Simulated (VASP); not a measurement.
# SiClH3 in VASP: settings compared

SiClH3 is run at these levels: AM05, revPBE; tasks: single point.

All numbers are computed with VASP 6.6.1; they aren't measurements. Logs are shortened: lines on timing, memory, paths and dates and some standing lists are left out, and cuts for length are marked.

## (1) The cell of the first run

The cell holds a molecule in a box, 5 atoms: a = 12.000 Å, b = 12.000 Å, c = 12.000 Å, α = 90.00°, β = 90.00°, γ = 90.00°.

## (2) Single point, AM05

File POSCAR:

```
SiH3Cl
1.0
   12.0000000000      0.0000000000      0.0000000000
    0.0000000000     12.0000000000      0.0000000000
    0.0000000000      0.0000000000     12.0000000000
Si Cl H
1 1 3
Direct
    0.4547750000      0.4653958300      0.5100833300
    0.6173000000      0.4210541700      0.5401500000
    0.3848666700      0.4231541700      0.6025833300
    0.4195500000      0.4150375000      0.4030833300
    0.4482083300      0.5884625000      0.5039333300
```

File INCAR.step1:

```
SYSTEM = SiH3Cl
  ALGO = Normal
  EDIFF = 1E-5
  EFERMI = MIDGAP
  ENCUT = 400
  GGA = PE
  GGA_COMPAT = .FALSE.
  ISIF = 0
  ISMEAR = 0
  LASPH = .TRUE.
  LCHARG = .TRUE.
  LREAL = .FALSE.
  LWAVE = .TRUE.
  NELM = 100
  NELMDL = -8
  PREC = Accurate
  SIGMA = 0.03
```

File INCAR.step2:

```
SYSTEM = SiH3Cl
  ALGO = All
  EDIFF = 1E-6
  EFERMI = MIDGAP
  ENCUT = 400
  GGA = AM
  GGA_COMPAT = .FALSE.
  ISEARCH = 1
  ISIF = 0
  ISMEAR = 0
  ISTART = 1
  LASPH = .TRUE.
  LCHARG = .FALSE.
  LREAL = .FALSE.
  LWAVE = .FALSE.
  NELM = 100
  NELMDL = -8
  PREC = Accurate
  SIGMA = 0.03
```

File KPOINTS:

```
k-points
0
Gamma
  1 1 1
```

Potentials or basis: VASP PAW PBE potentials, release 64 (Si, Cl, H).

Launch:

```console
> cat potpaw_PBE.64/Si/POTCAR potpaw_PBE.64/Cl/POTCAR potpaw_PBE.64/H/POTCAR > POTCAR
> cp INCAR.step1 INCAR
> mpirun -np 1 vasp_gam > vasp.out
> cp INCAR.step2 INCAR
> mpirun -np 1 vasp_gam > vasp.out
```

OUTCAR:

```text
SYSTEM = SiH3Cl
   EDIFF = 1E-6
   EFERMI = MIDGAP
   ENCUT = 400
   GGA = AM
   ISIF = 0
   ISMEAR = 0
   ISTART = 1
   LASPH = .TRUE.
   LREAL = .FALSE.
   NELM = 100
   NELMDL = -8
   PREC = Accurate

 Found      1 irreducible k-points:

 Following reciprocal coordinates:
            Coordinates               Weight
  0.000000  0.000000  0.000000      1.000000
   k-points           NKPTS =      1   k-points in BZ     NKDIM =      1   number of bands    NBANDS=     11
   number of dos      NEDOS =    301   number of ions     NIONS =      5
   total plane-waves  NPLWV = 512000
   dimension x,y,z NGX =    80 NGY =   80 NGZ =   80
   dimension x,y,z NGXF=   160 NGYF=  160 NGZF=  160
   ions per type =               1   1   3
   NGX,Y,Z   is equivalent  to a cutoff of  11.08, 11.08, 11.08 a.u.
   NGXF,Y,Z  is equivalent  to a cutoff of  22.17, 22.17, 22.17 a.u.
 SYSTEM =  SiH3Cl
   PREC   = accura    normal or accurate (medium, high low for compatibility)
   ISTART =      1    job   : 0-new  1-cont  2-samecut
   ICHARG =      0    charge: 1-file 2-atom 10-const
   ISPIN  =      1    spin polarized calculation?
   LNONCOLLINEAR =      F non collinear calculations
   LSORBIT =      F    spin-orbit coupling
   LASPH  =      T    aspherical Exc in radial PAW
   ENCUT  =  400.0 eV  29.40 Ry    5.42 a.u.  19.57 19.57 19.57*2*pi/ulx,y,z
   NELM   =    100;   NELMIN=  2; NELMDL= -8     # of ELM steps
   EDIFF  = 0.1E-05   stopping-criterion for ELM
   LREAL  =      F    real-space projection
   EDIFFG = 0.1E-04   stopping-criterion for IOM
   NSW    =      0    number of steps for IOM
   IBRION =     -1    ionic relax: 0-MD 1-quasi-New 2-CG
   NFREE  =      0    steps in history (QN), initial steepest desc. (CG)
   ISIF   =      0    stress and relaxation
   ISYM   =      2    0-nonsym 1-usesym 2-fastsym
   POTIM  = 0.5000    time-step for ionic-motion
   TEBEG  =    0.0;   TEEND  =   0.0 temperature during run

   SCALEE = 1.0000    scale energy and forces
   PSTRESS=    0.0 pullay stress
   NELECT =      14.0000    total number of electrons
   NUPDOWN=      -1.0000    fix difference up-down
   EMIN   =  10.00;   EMAX   =-10.00  energy-range for DOS
   EFERMI =   0.00;   METHOD = MIDGAP
   ISMEAR =     0;   SIGMA  =   0.03  broadening in eV -4-tet -1-fermi 0-gaus
   EFERMI_NEDOS =   21; number of points for ismear=-14 and -15
   IALGO  =     58    algorithm
   IMIX   =      4    mixing-type and parameters
     AMIX     =   0.40;   BMIX     =  1.00
     AMIX_MAG =   1.60;   BMIX_MAG =  1.00
  volume/ion in A,a.u.               =     345.60      2332.22
  Fermi-wavevector in a.u.,A,eV,Ry     =   0.328803  0.621348  1.470948  0.108112
  Thomas-Fermi vector in A             =   1.222706
   LORBIT       =      0    0 simple, 1 ext, 2 COOP (PROOUT), +10 PAW based schemes
   GGA     = AM    functional components
   LHFCALC =     F    Hartree Fock is set to
   AEXX    =    0.0000 exact exchange contribution
   IVDW    =     0    specifies the selected vdW correction
   LEPSILON=     F    determine dielectric tensor
   LRPA    =     F    only Hartree local field effects (RPA)

   CSHIFT  =0.1000    complex shift for real part using Kramers Kronig

   OMEGAMAX=  -1.0    maximum frequency
 non-spin polarized calculation
 Gauss-broadening in eV      SIGMA  =   0.03
  energy-cutoff  :      400.00
  volume of cell :     1728.00
 maximum number of plane-waves:     15720
 NGX is ok and might be reduce to    80
   NGX = 39   NGY = 39   NGZ = 39

 number of electron      14.0000001 magnetization

 Free energy of the ion-electron system (eV)
  ---------------------------------------------------
  ext. energy  EPLUGINS =         0.00000000
  ---------------------------------------------------
  free energy    TOTEN  =       -18.80906453 eV

  energy without entropy =      -18.80893109  energy(sigma->0) =      -18.80899781

 E-fermi :  -7.2351     XC(G=0):  -1.5019

 val. band max:       -7.3533006584   @ k =   0.0000   0.0000   0.0000
 cond. band min:       0.9712240747   @ k =   0.0000   0.0000   0.0000
 fundamental gap:      8.3245247331
 Fermi energy:        -7.2350736616

 k-point     1 :       0.0000    0.0000    0.0000
  band No.  band energies     occupation
      1     -20.4343      2.00000
      2     -13.2842      2.00000
      3      -9.4100      2.00000
      4      -9.0319      2.00000
      5      -9.0316      2.00000
      6      -7.3535      2.00000
      7      -7.3533      2.00000
      8       0.9712      0.00000
      9       2.1768      0.00000
     10       1.7759      0.00000
     11       1.7540      0.00000

------------------------ aborting loop because EDIFF is reached ----------------------------------------

 VOLUME and BASIS-vectors are now :
 -----------------------------------------------------------------------------
  energy-cutoff  :      400.00
  volume of cell :     1728.00
      direct lattice vectors                 reciprocal lattice vectors
    12.000000000  0.000000000  0.000000000     0.083333333  0.000000000  0.000000000
     0.000000000 12.000000000  0.000000000     0.000000000  0.083333333  0.000000000
     0.000000000  0.000000000 12.000000000     0.000000000  0.000000000  0.083333333

 POSITION                                       TOTAL-FORCE (eV/Angst)
 -----------------------------------------------------------------------------------
      5.45730      5.58475      6.12100         0.167277     -0.046309      0.032169
      7.40760      5.05265      6.48180         0.074289     -0.019530      0.014607
      4.61840      5.07785      7.23100        -0.150478     -0.091038      0.198898
      5.03460      4.98045      4.83700        -0.076432     -0.109244     -0.232139
      5.37850      7.06155      6.04720        -0.014657      0.266121     -0.013535
 -----------------------------------------------------------------------------------
    total drift:                                0.000826      0.000634      0.000406

  FREE ENERGIE OF THE ION-ELECTRON SYSTEM (eV)
  ---------------------------------------------------
  free  energy   TOTEN  =       -18.8090645262 eV

  energy  without entropy=      -18.8090644299  energy(sigma->0) =      -18.80906448
```

OUTCAR.step1:

```text
SYSTEM = SiH3Cl
   EDIFF = 1E-5
   EFERMI = MIDGAP
   ENCUT = 400
   GGA = PE
   ISIF = 0
[... 121 lines left out ...]
      4.61840      5.07785      7.23100        -0.082212     -0.045607      0.101860
      5.03460      4.98045      4.83700        -0.043830     -0.055386     -0.121371
      5.37850      7.06155      6.04720        -0.011869      0.139228     -0.007725
 -----------------------------------------------------------------------------------
    total drift:                               -0.000276      0.000131     -0.000231

  FREE ENERGIE OF THE ION-ELECTRON SYSTEM (eV)
  ---------------------------------------------------
  free  energy   TOTEN  =       -18.9064188441 eV

  energy  without entropy=      -18.9064188441  energy(sigma->0) =      -18.90641884
```

Wall time 5.6 min (1 thread of Intel Xeon 6975P-C (Granite Rapids), shared host); peak memory 0.96 GiB.

Results:

```
Free energy                     : -18.8091 eV
Largest force                   : 0.268 eV/Å
Gap between the frontier levels : 8.32 eV
```

Forces on the atoms (eV/Å):
```
Si   0.167 -0.046  0.032
Cl   0.074 -0.020  0.015
H   -0.150 -0.091  0.199
H   -0.076 -0.109 -0.232
H   -0.015  0.266 -0.014
```

Caveat: the PAW data sets were made with another functional, which shifts forces and pressure a little.

## (3) Single point, revPBE

File INCAR:

```
SYSTEM = SiH3Cl
  ALGO = Normal
  EDIFF = 1E-6
  EFERMI = MIDGAP
  ENCUT = 590
  GGA = RE
  GGA_COMPAT = .FALSE.
  ISIF = 0
  ISMEAR = 0
  LASPH = .TRUE.
  LCHARG = .FALSE.
  LREAL = .FALSE.
  LWAVE = .FALSE.
  NBANDS = 33
  NELM = 120
  NELMDL = -8
  PREC = Accurate
  SIGMA = 0.03
```

KPOINTS is that of step 2.

POSCAR is that of step 2.

Potentials or basis: VASP PAW PBE potentials, release 64 (Si, Cl, H).

Launch:

```console
> cat potpaw_PBE.64/Si/POTCAR potpaw_PBE.64/Cl/POTCAR potpaw_PBE.64/H/POTCAR > POTCAR
> mpirun -np 1 vasp_gam > vasp.out
```

Wall time 2 min (1 thread of Intel Xeon 6975P-C (Granite Rapids), shared host); peak memory 1.5 GiB.

Results (log left out):

| Item | Value |
| --- | --- |
| Free energy | -18.9511 eV |
| Largest force | 0.317 eV/Å |
| Gap between the frontier levels | 6.55 eV |

Forces on the atoms (eV/Å):
```
Si  -0.120  0.032 -0.020
Cl   0.301 -0.082  0.056
H   -0.102 -0.051  0.116
H   -0.058 -0.061 -0.141
H   -0.021  0.162 -0.010
```

Levels at points of the mesh, in eV from the valence-band top:
```tsv
k point	band 5	band 6	band 7	band 8	band 9	band 10
(0.00, 0.00, 0.00)	-1.67	0.00	0.00	6.55	6.96	7.65
```

Caveat: the PAW data sets were made with another functional, which shifts forces and pressure a little.
